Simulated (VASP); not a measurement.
# Si16O (a cell with a defect) in VASP: further runs

Runs on Si16O (a cell with a defect). Level: PBE. Tasks: single point.

Program: VASP 6.6.1. These are calculated values, not measurements. Logs are shortened: lines on timing, memory, paths and dates and some standing lists are left out, and cuts for length are marked.

## (1) The cell of the first run

The cell holds a defect, 17 atoms: a = 7.679 Å, b = 7.679 Å, c = 7.679 Å, α = 60.00°, β = 60.00°, γ = 60.00°.

## (2) Single point, PBE, collinear spin, ferromagnetic start

INCAR reads:

```
PREC = Accurate
ENCUT = 520
EDIFF = 1E-6
ISMEAR = -1
SIGMA = 0.05
LREAL = Auto
LASPH = True
NELM = 150
ALGO = Normal
ISIF = 2
LWAVE = False
LCHARG = True
ISPIN = 2
MAGMOM = 0 0 0 0 0 0 0 0 0 0 0 0 0 0 0 0 1
LORBIT = 11
GGA = PE
LELF = True
LVHAR = True
NBANDS = 53
```

KPOINTS reads:

```
regular mesh
0
Gamma
  2 2 2
```

POSCAR reads:

```
Si16O
1.0
    0.0000000000      5.4300000000      5.4300000000
    5.4300000000      0.0000000000      5.4300000000
    5.4300000000      5.4300000000      0.0000000000
Si O
16 1
Direct
    0.0144475138     -0.0041344383     -0.0166206262
    0.1433793738      0.1254972376      0.1060497238
    0.0122375691     -0.0249079190      0.4647974217
    0.1488950276      0.0545303867      0.6249355433
   -0.0011141805      0.5046316759      0.0265285451
    0.1439594843      0.6109760589      0.1413075506
    0.0519797422      0.4385174954      0.5182780847
    0.1442173112      0.5975322284      0.6223941068
    0.5034530387      0.0103959484     -0.0070073665
    0.6596685083      0.1586924494      0.0865930018
    0.4987384899      0.0721454880      0.4417034991
    0.6011418048      0.1380847145      0.6213259669
    0.5133793738      0.5619244936     -0.0497329650
    0.6495395948      0.6419152855      0.1125598527
    0.5079465930      0.5000644567      0.4947974217
    0.6875322284      0.5871639042      0.6188766114
    0.6806077348      0.8277900552      0.4599631676
```

Potentials or basis: VASP PAW PBE potentials, release 64 (Si, O).

Started as:

```console
$ cat potpaw_PBE.64/Si/POTCAR potpaw_PBE.64/O/POTCAR > POTCAR
$ mpirun -np 1 vasp_std > vasp.out
```

OUTCAR:

```text
PREC = Accurate
   ENCUT = 520
   EDIFF = 1E-6
   ISMEAR = -1
   LREAL = Auto
   LASPH = True
   NELM = 150
   ISIF = 2
   ISPIN = 2
   LORBIT = 11
   GGA = PE

 ion  position               nearest neighbor table
   1  0.014  0.996  0.983-  10 2.24   4 2.29   2 2.39   6 2.42
   2  0.143  0.125  0.106-   9 2.26   3 2.27   1 2.39   5 2.40
   3  0.012  0.975  0.465-   2 2.27   4 2.38   8 2.38  12 2.60
   4  0.149  0.055  0.625-   1 2.29  11 2.37   3 2.38   7 2.43
   5  0.999  0.505  0.027-  14 2.20   6 2.30   2 2.40   8 2.55
   6  0.144  0.611  0.141-   5 2.30  13 2.38   7 2.39   1 2.42
   7  0.052  0.439  0.518-   8 2.24  16 2.29   6 2.39   4 2.43
   8  0.144  0.598  0.622-   7 2.24  15 2.29   3 2.38   5 2.55
   9  0.503  0.010  0.993-   2 2.26  14 2.32  12 2.34  10 2.51
  10  0.660  0.159  0.087-   1 2.24  11 2.25   9 2.51  13 2.53
  11  0.499  0.072  0.442-  17 1.67  12 2.23  10 2.25   4 2.37  16 3.05
  12  0.601  0.138  0.621-  11 2.23  15 2.28   9 2.34   3 2.60
  13  0.513  0.562  0.950-  16 2.16   6 2.38  14 2.39  10 2.53
  14  0.650  0.642  0.113-   5 2.20   9 2.32  13 2.39  15 2.40
  15  0.508  0.500  0.495-  12 2.28   8 2.29  14 2.40  16 2.48
  16  0.688  0.587  0.619-  17 1.62  13 2.16   7 2.29  15 2.48  11 3.05
  17  0.681  0.828  0.460-  16 1.62  11 1.67

  LATTYP: Found a face centered cubic cell.
 ALAT       =    10.8600000000

  Lattice vectors:

 A1 = (   0.0000000000,   5.4300000000,   5.4300000000)
 A2 = (   5.4300000000,   0.0000000000,   5.4300000000)
 A3 = (   5.4300000000,   5.4300000000,   0.0000000000)

Analysis of symmetry for initial positions (statically):
=====================================================================
 Subroutine PRICEL returns:
 Original cell was already a primitive cell.

 Routine SETGRP: Setting up the symmetry group for a
 face centered cubic supercell.

 Subroutine GETGRP returns: Found  1 space group operations
 (whereof  1 operations were pure point group operations)
 out of a pool of 48 trial point group operations.

The static configuration has the point symmetry C_1 .

Analysis of symmetry for dynamics (positions and initial velocities):
=====================================================================
 Subroutine PRICEL returns:
 Original cell was already a primitive cell.

 Routine SETGRP: Setting up the symmetry group for a
 face centered cubic supercell.

 Subroutine GETGRP returns: Found  1 space group operations
 (whereof  1 operations were pure point group operations)
 out of a pool of 48 trial point group operations.

The dynamic configuration has the point symmetry C_1 .

Analysis of structural, dynamic, and magnetic symmetry:
=====================================================================
 Subroutine PRICEL returns:
 Original cell was already a primitive cell.

 Routine SETGRP: Setting up the symmetry group for a
 face centered cubic supercell.

 Subroutine GETGRP returns: Found  1 space group operations
 (whereof  1 operations were pure point group operations)
 out of a pool of 48 trial point group operations.

The overall configuration has the point symmetry C_1 .

 Subroutine INISYM returns: Found  1 space group operations
 (whereof  1 operations are pure point group operations),
 and found     1 'primitive' translations

----------------------------------------------------------------------------------------

                                     Primitive cell

  volume of cell :     320.2060

  direct lattice vectors                    reciprocal lattice vectors
     0.000000000  5.430000000  5.430000000    -0.092081031  0.092081031  0.092081031
     5.430000000  0.000000000  5.430000000     0.092081031 -0.092081031  0.092081031
     5.430000000  5.430000000  0.000000000     0.092081031  0.092081031 -0.092081031

  length of vectors
     7.679179644  7.679179644  7.679179644     0.159489025  0.159489025  0.159489025

  position of ions in fractional coordinates (direct lattice)
     0.014447514  0.995865562  0.983379374
     0.143379374  0.125497238  0.106049724
     0.012237569  0.975092081  0.464797422
     0.148895028  0.054530387  0.624935543
     0.998885820  0.504631676  0.026528545
     0.143959484  0.610976059  0.141307551
[... 9 lines left out ...]
     0.687532228  0.587163904  0.618876611
     0.680607735  0.827790055  0.459963168

  ion indices of the primitive-cell ions
[... 62 lines left out ...]
   NGXF,Y,Z  is equivalent  to a cutoff of  25.98, 25.98, 25.98 a.u.
 SYSTEM =  unknown system
   PREC   = accura    normal or accurate (medium, high low for compatibility)
   ISTART =      0    job   : 0-new  1-cont  2-samecut
   ICHARG =      2    charge: 1-file 2-atom 10-const
   ISPIN  =      2    spin polarized calculation?
   LNONCOLLINEAR =      F non collinear calculations
   LSORBIT =      F    spin-orbit coupling
   LASPH  =      T    aspherical Exc in radial PAW
   ENCUT  =  520.0 eV  38.22 Ry    6.18 a.u.  14.28 14.28 14.28*2*pi/ulx,y,z
   NELM   =    150;   NELMIN=  2; NELMDL= -5     # of ELM steps
   EDIFF  = 0.1E-05   stopping-criterion for ELM
   LREAL  =      T    real-space projection
   EDIFFG = 0.1E-04   stopping-criterion for IOM
   NSW    =      0    number of steps for IOM
   IBRION =     -1    ionic relax: 0-MD 1-quasi-New 2-CG
   NFREE  =      0    steps in history (QN), initial steepest desc. (CG)
   ISIF   =      2    stress and relaxation
   ISYM   =      2    0-nonsym 1-usesym 2-fastsym
   POTIM  = 0.5000    time-step for ionic-motion
   TEBEG  =    0.0;   TEEND  =   0.0 temperature during run
   PSTRESS=    0.0 pullay stress
   NELECT =      70.0000    total number of electrons
   NUPDOWN=      -1.0000    fix difference up-down
   EMIN   =  10.00;   EMAX   =-10.00  energy-range for DOS
   EFERMI =   0.00;   METHOD = LEGACY
   ISMEAR =    -1;   SIGMA  =   0.05  broadening in eV -4-tet -1-fermi 0-gaus
   EFERMI_NEDOS =   21; number of points for ismear=-14 and -15
   IALGO  =     38    algorithm
   IMIX   =      4    mixing-type and parameters
     AMIX     =   0.40;   BMIX     =  1.00
     AMIX_MAG =   1.60;   BMIX_MAG =  1.00
  volume/ion in A,a.u.               =      18.84       127.11
  Fermi-wavevector in a.u.,A,eV,Ry     =   0.986199  1.863645 13.232857  0.972588
  Thomas-Fermi vector in A             =   2.117562
   LORBIT       =     11    0 simple, 1 ext, 2 COOP (PROOUT), +10 PAW based schemes
   GGA     = PE    functional components
   LHFCALC =     F    Hartree Fock is set to
   AEXX    =    0.0000 exact exchange contribution
   IVDW    =     0    specifies the selected vdW correction
   LEPSILON=     F    determine dielectric tensor
   LRPA    =     F    only Hartree local field effects (RPA)
 spin polarized calculation
  energy-cutoff  :      520.00
  volume of cell :      320.21
 maximum number of plane-waves:      8646
 NGX is ok and might be reduce to    60
   NGX = 29   NGY = 29   NGZ = 29

 number of electron      70.0000000 magnetization      -0.0000570

 number of electron      70.0000000 magnetization       0.0000020

 Free energy of the ion-electron system (eV)
  ---------------------------------------------------
  ext. energy  EPLUGINS =         0.00000000
  ---------------------------------------------------
  free energy    TOTEN  =       -90.95338819 eV

  energy without entropy =      -90.95173890  energy(sigma->0) =      -90.95256354

 E-fermi :   6.1468     XC(G=0):  -9.5436

 val. band max:        5.9041347281   @ k =   0.0000   0.0000   0.0000
 cond. band min:       6.3728687495   @ k =   0.0000   0.0000   0.0000
 fundamental gap:      0.4687340213
 Fermi energy:         6.1468226587

 spin component 1

 k-point     1 :       0.0000    0.0000    0.0000
  band No.  band energies     occupation
      1     -14.3919      1.00000
      2      -5.8620      1.00000
      3      -4.6222      1.00000
      4      -3.7574      1.00000
      5      -3.6364      1.00000
      6      -3.3783      1.00000
[... 389 lines left out ...]
     46      10.0000      0.00000
     47      10.1838      0.00000
 Fermi energy:         6.1468226587

 spin component 2

 k-point     1 :       0.0000    0.0000    0.0000
  band No.  band energies     occupation
      1     -14.3919      1.00000
      2      -5.8620      1.00000
      3      -4.6222      1.00000
      4      -3.7574      1.00000
      5      -3.6364      1.00000
      6      -3.3783      1.00000
[... 389 lines left out ...]
     46      10.0000      0.00000
     47      10.1838      0.00000
 [bands above 47 left out]

------------------------ aborting loop because EDIFF is reached ----------------------------------------

  FORCE on cell =-STRESS in cart. coord.  units (eV):
  Direction    XX          YY          ZZ          XY          YZ          ZX
  --------------------------------------------------------------------------------------
  -------------------------------------------------------------------------------------
  Total       11.9633353      9.8910154     10.4745199     -0.8651500     -1.0299885     -1.3099527
  in kB       59.8595399     49.4905152     52.4101284     -4.3288495     -5.1536326     -6.5544571
  external PRESSURE =      53.9200612 kB  Pullay stress =       0.0000000 kB

 VOLUME and BASIS-vectors are now :
 -----------------------------------------------------------------------------
  energy-cutoff  :      520.00
  volume of cell :      320.21
      direct lattice vectors                 reciprocal lattice vectors
     0.000000000  5.430000000  5.430000000    -0.092081031  0.092081031  0.092081031
     5.430000000  0.000000000  5.430000000     0.092081031 -0.092081031  0.092081031
     5.430000000  5.430000000  0.000000000     0.092081031  0.092081031 -0.092081031

 POSITION                                       TOTAL-FORCE (eV/Angst)
 -----------------------------------------------------------------------------------
     10.74730      5.41820      5.48600        -0.268558      1.622551      0.036731
      1.25730      1.35440      1.46000         0.305048     -1.074709     -0.258477
      7.81860      2.59030      5.36120         1.478625      0.229876     -1.349514
      3.68950      4.20190      1.10460        -0.283532     -0.722146      1.133192
      2.88420      5.56800      8.16410        -2.447696      0.282419      1.143893
      4.08490      1.54900      4.09930         0.431062     -0.198351      0.627080
[... 9 lines left out ...]
      6.54880      7.09380      6.92160        -1.794840     -1.434288     -0.715754
      6.99250      6.19330      8.19060        -0.444692     -0.372472      0.906080
 -----------------------------------------------------------------------------------
    total drift:                               -0.003117     -0.002820      0.002184

  FREE ENERGIE OF THE ION-ELECTRON SYSTEM (eV)
  ---------------------------------------------------
  free  energy   TOTEN  =       -90.9533881889 eV

  energy  without entropy=      -90.9517388971  energy(sigma->0) =      -90.95256354

 total charge

# of ion       s       p       d       tot
------------------------------------------
    1        0.746   0.954   0.000   1.699
    2        0.743   0.971   0.000   1.714
    3        0.750   0.912   0.000   1.662
    4        0.752   0.941   0.000   1.693
    5        0.744   0.960   0.000   1.705
    6        0.746   0.925   0.000   1.671
[... 9 lines left out ...]
   16        0.744   0.975   0.000   1.718
   17        1.571   3.632   0.000   5.203
--------------------------------------------------
tot         13.541  18.888   0.000  32.429

 magnetization (x)

# of ion       s       p       d       tot
------------------------------------------
    1       -0.000  -0.000   0.000  -0.000
    2       -0.000  -0.000   0.000  -0.000
    3       -0.000  -0.000   0.000  -0.000
    4       -0.000  -0.000   0.000  -0.000
    5       -0.000  -0.000   0.000  -0.000
    6        0.000  -0.000   0.000  -0.000
[... 9 lines left out ...]
   16        0.000   0.000   0.000   0.000
   17        0.000  -0.000   0.000  -0.000
--------------------------------------------------
tot          0.000  -0.000   0.000  -0.000
```

Wall time 4.6 min (1 thread of Intel Xeon 6975P-C (Granite Rapids), shared host); peak memory 0.71 GiB.

Results:

```
Free energy                                           : -90.9534 eV
Pressure                                              : 5.4 GPa
Largest force                                         : 3.027 eV/Å
Band gap on the k mesh                                : 0.47 eV
Net moment                                            : 0.00 μB per cell
Valence electrons inside the program's atomic spheres : Si 1.70, 1.71, 1.66, 1.69, 1.67, 1.72; O 5.20
```

Forces on the atoms (eV/Å):
```
Si  -0.269  1.623  0.037
Si   0.305 -1.075 -0.258
Si   1.479  0.230 -1.350
Si  -0.284 -0.722  1.133
Si  -2.448  0.282  1.144
Si   0.431 -0.198  0.627
Si  -1.216 -0.233 -0.719
Si   1.829  0.552  0.193
Si   0.183  0.907  1.503
Si   0.453 -2.993 -0.024
Si  -0.066  0.267 -1.698
Si  -0.348  1.437  1.298
Si   1.031  2.011 -1.695
Si   0.869 -1.018 -1.663
Si   0.289  0.738  1.281
Si  -1.795 -1.434 -0.716
O   -0.445 -0.372  0.906
```

Stress tensor (GPa, compression positive):
```
 5.99 -0.43 -0.66
-0.43  4.95 -0.52
-0.66 -0.52  5.24
```

Levels at points of the mesh, in eV from the valence-band top:
Spin up:
```csv
k point,band 32,band 33,band 34,band 35,band 36,band 37,band 38,band 39
"(0.00, 0.00, 0.00)",-0.77,-0.26,-0.08,0.00,0.47,0.68,0.73,0.85
"(0.50, 0.00, 0.00)",-1.20,-0.91,-0.58,-0.47,1.09,1.45,1.46,1.61
"(0.00, 0.50, 0.00)",-0.77,-0.63,-0.53,-0.08,1.02,1.26,1.30,1.43
"(0.00, 0.00, 0.50)",-1.06,-0.82,-0.67,-0.31,1.12,1.37,1.43,1.61
"(0.50, 0.50, 0.50)",-1.08,-1.00,-0.53,-0.45,0.83,1.19,1.51,1.61
"(0.50, 0.50, 0.00)",-1.33,-1.15,-1.00,-0.23,1.10,1.31,2.15,2.30
"(0.00, 0.50, 0.50)",-1.33,-1.21,-1.16,-0.49,1.16,1.40,2.12,2.22
"(0.50, 0.00, 0.50)",-1.26,-1.15,-1.13,-0.85,1.25,1.40,2.04,2.20
```
Spin down:
| k point | band 32 | band 33 | band 34 | band 35 | band 36 | band 37 | band 38 | band 39 |
| --- | --- | --- | --- | --- | --- | --- | --- | --- |
| (0.00, 0.00, 0.00) | -0.77 | -0.26 | -0.08 | 0.00 | 0.47 | 0.68 | 0.73 | 0.85 |
| (0.50, 0.00, 0.00) | -1.20 | -0.91 | -0.58 | -0.47 | 1.09 | 1.45 | 1.46 | 1.61 |
| (0.00, 0.50, 0.00) | -0.77 | -0.63 | -0.53 | -0.08 | 1.02 | 1.26 | 1.30 | 1.43 |
| (0.00, 0.00, 0.50) | -1.06 | -0.82 | -0.67 | -0.31 | 1.12 | 1.37 | 1.43 | 1.61 |
| (0.50, 0.50, 0.50) | -1.08 | -1.00 | -0.53 | -0.45 | 0.83 | 1.19 | 1.51 | 1.61 |
| (0.50, 0.50, 0.00) | -1.33 | -1.15 | -1.00 | -0.23 | 1.10 | 1.31 | 2.15 | 2.30 |
| (0.00, 0.50, 0.50) | -1.33 | -1.21 | -1.16 | -0.49 | 1.16 | 1.40 | 2.12 | 2.22 |
| (0.50, 0.00, 0.50) | -1.26 | -1.15 | -1.13 | -0.85 | 1.25 | 1.40 | 2.04 | 2.20 |

Caveat: the k points lie up to 0.50 Å⁻¹ apart.

(Continued in part 2 of 2.)
